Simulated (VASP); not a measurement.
A run of VASP 6.6.1:

INCAR

```
ALGO = Normal ; EDIFF = 1E-7
ENCUT = 520 ; ISIF = 2
ISMEAR = 0 ; LASPH = T
LCHARG = F ; LREAL = F
LWAVE = F ; NBANDS = 26
NELM = 100 ; PREC = Accurate
SIGMA = 0.05
```

KPOINTS

```
k-points
0
Gamma
  8 6 4
```

The input POSCAR:

```
AlN
1.0
   -1.6378403119      2.8368226349      0.0000000000
    0.0000000000      0.0000000000      4.1006264518
    4.9135209358      2.8368226349      0.0000000000
Al N
4 4
Direct
    0.5327831564      0.7500000000      0.1775943855
    1.0000000000      0.7500000000      0.6666666667
    0.0000000000      0.2500000000      0.3333333333
    0.5000000000      0.2500000000      0.8333333333
    0.5000000000      0.2500000000      0.1666666667
    1.0000000000      0.2500000000      0.6666666667
    0.0000000000      0.7500000000      0.3333333333
    0.5000000000      0.7500000000      0.8333333333
```

Potentials or basis: VASP PAW LDA potentials, release 64 (Al, N).

Run with:

```console
$ cat potpaw_LDA.64/Al/POTCAR potpaw_LDA.64/N/POTCAR > POTCAR
$ mpirun -np 1 vasp_std > vasp.out
```

Hardware: 1 thread of Intel(R) Xeon(R) Platinum 8375C CPU @ 2.90GHz (Ice Lake), on a shared host.

Task: Estimate the wall time of this run.

Result: It took 96 s on 1 thread of Intel(R) Xeon(R) Platinum 8375C CPU @ 2.90GHz (Ice Lake), with other jobs on the host, peak memory 0.22 GiB. Counts: scf iterations 15, k points 72.
